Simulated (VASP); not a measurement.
# CdTe (F-43m) in VASP: notebook, part 2 of 2

VASP 6.6.1. The steps go on from the part before.

## Step 3: Relaxation of cell and atoms, LDA, target pressure 30 GPa, at which the enthalpy is minimised

This run uses another cell than the first one, of 32.90 Å³/atom.

The input, INCAR:

```
SYSTEM = CdTe
PREC = Accurate
ENCUT = 500
EDIFF = 1E-7
ISMEAR = 0
SIGMA = 0.01
LREAL = .False.
LASPH = .True.
NELM = 120
ALGO = Normal
ISIF = 3
LWAVE = .False.
LCHARG = .False.
GGA = CA
IBRION = 2
NSW = 80
EDIFFG = -0.001
PSTRESS = 300.0
GGA_COMPAT = .False.
NELMIN = 4
```

The input, KPOINTS:

```
Automatic mesh
0
Gamma
  8 8 8
  0 0 0
```

The input, POSCAR:

```
CdTe
1.0
    0.0000000000      3.2043397018      3.2043397018
    3.2043397018      0.0000000000      3.2043397018
    3.2043397018      3.2043397018      0.0000000000
Cd Te
1 1
Direct
    0.0000000000      0.0000000000      0.0000000000
    0.7500000000      0.7500000000      0.7500000000
```

Potentials or basis: VASP PAW LDA potentials, release 64 (Cd, Te).

Command:

```sh
> cat potpaw_LDA.64/Cd/POTCAR potpaw_LDA.64/Te/POTCAR > POTCAR
> mpirun -np 1 vasp_std > vasp.out
```

OUTCAR:

```text
SYSTEM = CdTe
   PREC = Accurate
   ENCUT = 500
   EDIFF = 1E-7
   ISMEAR = 0
   LREAL = .False.
   LASPH = .True.
   NELM = 120
   ISIF = 3
   GGA = CA
   IBRION = 2
   NSW = 80
   EDIFFG = -0.001
   PSTRESS = 300.0
   NELMIN = 4

 ion  position               nearest neighbor table
   1  0.000  0.000  0.000-   2 2.78   2 2.78   2 2.78   2 2.78
   2  0.750  0.750  0.750-   1 2.78   1 2.78   1 2.78   1 2.78

  LATTYP: Found a face centered cubic cell.
 ALAT       =     6.4086794036

  Lattice vectors:

 A1 = (   0.0000000000,   3.2043397018,   3.2043397018)
 A2 = (   3.2043397018,   0.0000000000,   3.2043397018)
 A3 = (   3.2043397018,   3.2043397018,   0.0000000000)

Analysis of symmetry for initial positions (statically):
=====================================================================
 Subroutine PRICEL returns:
 Original cell was already a primitive cell.

 Routine SETGRP: Setting up the symmetry group for a
 face centered cubic supercell.

 Subroutine GETGRP returns: Found 24 space group operations
 (whereof 24 operations were pure point group operations)
 out of a pool of 48 trial point group operations.

The static configuration has the point symmetry T_d .

Analysis of symmetry for dynamics (positions and initial velocities):
=====================================================================
 Subroutine PRICEL returns:
 Original cell was already a primitive cell.

 Routine SETGRP: Setting up the symmetry group for a
 face centered cubic supercell.

 Subroutine GETGRP returns: Found 24 space group operations
 (whereof 24 operations were pure point group operations)
 out of a pool of 48 trial point group operations.

The dynamic configuration has the point symmetry T_d .

 Subroutine INISYM returns: Found 24 space group operations
 (whereof 24 operations are pure point group operations),
 and found     1 'primitive' translations

----------------------------------------------------------------------------------------

[... 92 lines left out ...]
   EDIFF  = 0.1E-06   stopping-criterion for ELM
   LREAL  =      F    real-space projection
   EDIFFG = -.1E-02   stopping-criterion for IOM
   NSW    =     80    number of steps for IOM
   IBRION =      2    ionic relax: 0-MD 1-quasi-New 2-CG
   NFREE  =      1    steps in history (QN), initial steepest desc. (CG)
   ISIF   =      3    stress and relaxation
   ISYM   =      2    0-nonsym 1-usesym 2-fastsym
   POTIM  = 0.5000    time-step for ionic-motion
   TEBEG  =    0.0;   TEEND  =   0.0 temperature during run
   PSTRESS=  300.0 pullay stress
   NELECT =      18.0000    total number of electrons
   NUPDOWN=      -1.0000    fix difference up-down
   EMIN   =  10.00;   EMAX   =-10.00  energy-range for DOS
   EFERMI =   0.00;   METHOD = LEGACY
   ISMEAR =     0;   SIGMA  =   0.01  broadening in eV -4-tet -1-fermi 0-gaus
   EFERMI_NEDOS =   21; number of points for ismear=-14 and -15
   IALGO  =     38    algorithm
   IMIX   =      4    mixing-type and parameters
     AMIX     =   0.40;   BMIX     =  1.00
     AMIX_MAG =   1.60;   BMIX_MAG =  1.00
  volume/ion in A,a.u.               =      32.90       222.03
  Fermi-wavevector in a.u.,A,eV,Ry     =   1.062716  2.008242 15.365940  1.129365
  Thomas-Fermi vector in A             =   2.198176
   LORBIT       =      0    0 simple, 1 ext, 2 COOP (PROOUT), +10 PAW based schemes
   GGA     = CA    functional components
   LHFCALC =     F    Hartree Fock is set to
   AEXX    =    0.0000 exact exchange contribution
   IVDW    =     0    specifies the selected vdW correction
   LEPSILON=     F    determine dielectric tensor
   LRPA    =     F    only Hartree local field effects (RPA)
 conjugate gradient relaxation of ions
 non-spin polarized calculation
 Gauss-broadening in eV      SIGMA  =   0.01
  energy-cutoff  :      500.00
  volume of cell :       65.80
 maximum number of plane-waves:      1700
 NGX is ok and might be reduce to    36
   NGX = 17   NGY = 17   NGZ = 17

--------------------------------------- Ionic step        1  -------------------------------------------

 number of electron      17.9999996 magnetization

 Free energy of the ion-electron system (eV)
  ---------------------------------------------------
  ext. energy  EPLUGINS =         0.00000000
  ---------------------------------------------------
  free energy    TOTEN  =        -6.05082844 eV

  energy without entropy =       -6.05082844  energy(sigma->0) =       -6.05082844

 E-fermi :   2.5576     XC(G=0):  -9.0924

 val. band max:        2.4722666838   @ k =   0.0000   0.0000   0.0000
 cond. band min:       3.1274031382   @ k =   0.0000   0.0000   0.0000
 fundamental gap:      0.6551364544
 Fermi energy:         2.5575796228
[... 1279 lines left out ...]
  energy  without entropy=       -5.3969217473  energy(sigma->0) =       -5.39692175

  enthalpy is  TOTEN    =         4.4021261592 eV   P V=        9.7990479065

[... ionic steps 4 to 15 ...]

--------------------------------------- Ionic step       16  -------------------------------------------

 number of electron      18.0000001 magnetization

------------------------ aborting loop because EDIFF is reached ----------------------------------------
[... 71 lines left out ...]
--------------------------------------- Ionic step       18  -------------------------------------------

 number of electron      18.0000001 magnetization

 Free energy of the ion-electron system (eV)
  ---------------------------------------------------
  ext. energy  EPLUGINS =         0.00000000
  ---------------------------------------------------
  free energy    TOTEN  =        -4.82385361 eV

  energy without entropy =       -4.82385361  energy(sigma->0) =       -4.82385361

 E-fermi :   6.1193     XC(G=0): -10.4836

 val. band max:        6.0683711458   @ k =   0.0000   0.0000   0.0000
 cond. band min:       7.5746997974   @ k =   0.5000   0.5000   0.0000
 fundamental gap:      1.5063286516
 Fermi energy:         6.1192605284
[... 417 lines left out ...]
  energy  without entropy=       -4.8238536106  energy(sigma->0) =       -4.82385361

  enthalpy is  TOTEN    =         4.2630694057 eV   P V=        9.0869230163

 reached required accuracy - stopping structural energy minimisation
```

OSZICAR:

```text
N       E                     dE             d eps       ncg     rms          rms(c)
DAV:   1     0.101207913393E+03    0.10121E+03   -0.82244E+03   754   0.116E+03
DAV:   2    -0.233099119408E+01   -0.10354E+03   -0.99984E+02   829   0.281E+02
DAV:   3    -0.625378480641E+01   -0.39228E+01   -0.39124E+01   909   0.573E+01
DAV:   4    -0.629300172809E+01   -0.39217E-01   -0.39214E-01  1050   0.500E+00
[... 146 lines left out ...]
       N       E                     dE             d eps       ncg     rms          rms(c)
DAV:   1    -0.482385433154E+01   -0.60006E-03   -0.14021E-05   874   0.573E-02    0.604E-03
DAV:   2    -0.482385368243E+01    0.64911E-06   -0.17839E-06   804   0.258E-02    0.263E-03
DAV:   3    -0.482385362218E+01    0.60243E-07   -0.12517E-07   377   0.461E-03    0.222E-03
DAV:   4    -0.482385361060E+01    0.11578E-07   -0.40231E-08   377   0.232E-03
  18 F= 0.42630694E+01 E0= 0.42630694E+01  d E =-.259813E-03
```

CONTCAR:

```text
CdTe
   1.00000000000000
     0.0000000000000000    2.8950677195947394    2.8950677195947394
     2.8950677195947394   -0.0000000000000000    2.8950677195947394
     2.8950677195947394    2.8950677195947394   -0.0000000000000000
  Cd              Te
     1     1
Direct
     0.0000000000000000    0.0000000000000000    0.0000000000000000
     0.7500000000000000    0.7500000000000000    0.7500000000000000

  0.00000000E+00  0.00000000E+00  0.00000000E+00
  0.00000000E+00  0.00000000E+00  0.00000000E+00
```

Run time: 6.3 min. Hardware: 1 thread of Intel Xeon 8259CL, shared host; peak memory 0.21 GiB.

Results:

| Property | Result |
| --- | --- |
| Free energy | -4.8239 eV |
| Relaxed volume | 24.26 Å³/atom |
| Relaxed cell | a = 4.094 Å, b = 4.094 Å, c = 4.094 Å, α = 60.00°, β = 60.00°, γ = 60.00° |
| Space group after relaxing (to 0.1 Å) | F-43m (No. 216) |
| Energy change on relaxing (the run minimises the enthalpy) | +613.5 meV/atom |
| Ionic steps | 18 |
| Pressure after relaxing | 30.0 GPa |
| Band gap on the k mesh | 1.51 eV (least direct gap 1.61 eV) |

The path:
```
step  energy change (eV)  largest force (eV/Å)  pressure (GPa)  volume (Å³)
   1              0.0000                0.0000            0.26        65.80
   2             29.0291                0.0000          572.78        23.10
   3              0.6539                0.0000           18.96        52.33
   4              0.8682                0.0000           23.21        50.70
   5              1.2486                0.0000           30.41        48.41
   6              1.1902                0.0000           29.32        48.73
   7              1.1922                0.0000           29.35        48.72
   8              1.1980                0.0000           29.46        48.69
   9              1.1981                0.0000           29.46        48.69
  10              1.1983                0.0000           29.47        48.68
  11              1.1987                0.0000           29.47        48.68
  12              1.1995                0.0000           29.49        48.68
  13              1.2012                0.0000           29.52        48.67
  14              1.2044                0.0000           29.58        48.65
  15              1.2110                0.0000           29.70        48.62
  16              1.2241                0.0000           29.94        48.54
  17              1.2276                0.0000           30.01        48.53
  18              1.2270                0.0000           30.01        48.53
```

Final structure:
```cif
data_structure
_symmetry_space_group_name_H-M 'P 1'
_symmetry_Int_Tables_number 1
_cell_length_a 4.0942
_cell_length_b 4.0942
_cell_length_c 4.0942
_cell_angle_alpha 60.000
_cell_angle_beta 60.000
_cell_angle_gamma 60.000
_cell_volume 48.53
loop_
_atom_site_label
_atom_site_type_symbol
_atom_site_fract_x
_atom_site_fract_y
_atom_site_fract_z
_atom_site_occupancy
Cd1 Cd 0.00000 0.00000 0.00000 1
Te1 Te 0.75000 0.75000 0.75000 1
```

Caveat: the cell is relaxed towards a set pressure, so the run minimises the enthalpy, not the energy; the volume moved by over 15 % at a fixed basis, so the end points are rough; spin-orbit coupling is left out, which moves the levels of the heavy elements. Zero-point motion and thermal expansion aren't in these numbers.
